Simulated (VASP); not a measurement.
Wanted: the native input for a VASP 6.6.1 run.

| Item | Value |
| --- | --- |
| Task | single point |
| Functional | r2SCAN |
| Dispersion | rVV10 |
| Potentials or basis | VASP PAW PBE potentials, release 64 (Pb_d) |
| Cutoff | 520 eV |
| k mesh | 9 × 9 × 9 |
| Occupations | fermi-dirac, width 0.05 eV |
| Spin | no spin polarisation |
| Dipole correction | no |
| Further INCAR settings | ALGO = Normal; EDIFF = 1e-07; NBANDS = 13 |

Crystal: Pb.

```
Pb
1.0
     0.00000    2.50759    2.50759
     2.50759    0.00000    2.50759
     2.50759    2.50759    0.00000
Pb
1
Direct
  0.00000 0.00000 0.00000
```

The input as run:

POSCAR

```
Pb
1.0
    0.0000000000      2.5075897876      2.5075897876
    2.5075897876      0.0000000000      2.5075897876
    2.5075897876      2.5075897876      0.0000000000
Pb
1
Direct
    0.0000000000      0.0000000000      0.0000000000
```

INCAR.step1

```
ALGO = Normal
EDIFF = 1E-4
ENCUT = 520
GGA = PE
ISMEAR = -1
LASPH = T
LCHARG = F
LREAL = F
LWAVE = T
NBANDS = 13
NELM = 80
PREC = Accurate
SIGMA = 0.05
```

INCAR.step2

```
ALGO = Normal
BPARAM = 11.95
CPARAM = 0.0093
EDIFF = 1E-7
ENCUT = 520
ISIF = 2
ISMEAR = -1
ISTART = 1
IVDW_NL = 2
LASPH = T
LCHARG = F
LMIXTAU = T
LREAL = F
LUSE_VDW = T
LWAVE = F
METAGGA = R2SCAN
NBANDS = 13
NELM = 80
PREC = Accurate
SIGMA = 0.05
```

KPOINTS

```
k-points
0
Gamma
  9 9 9
```

Potentials or basis: VASP PAW PBE potentials, release 64 (Pb_d).

Run with:

```console
$ cat potpaw_PBE.64/Pb_d/POTCAR > POTCAR
$ cp INCAR.step1 INCAR
$ mpirun -np 1 vasp_std > vasp.out
$ cp INCAR.step2 INCAR
$ mpirun -np 1 vasp_std > vasp.out
```

It gave:

```yaml
Pressure: -1.6 GPa
Band_gap_on_the_k_mesh: zero (band 7 reaches 14.19 eV, above the bottom of band 8 at 5.20 eV)
```

Caveat: the PAW data sets were made with another functional, which shifts forces and pressure a little; spin-orbit coupling is left out, which moves the levels of the heavy elements.

Run time: 44 s on 1 thread of Intel(R) Xeon(R) 6975P-C (Granite Rapids), on a shared host, peak memory 0.26 GiB.
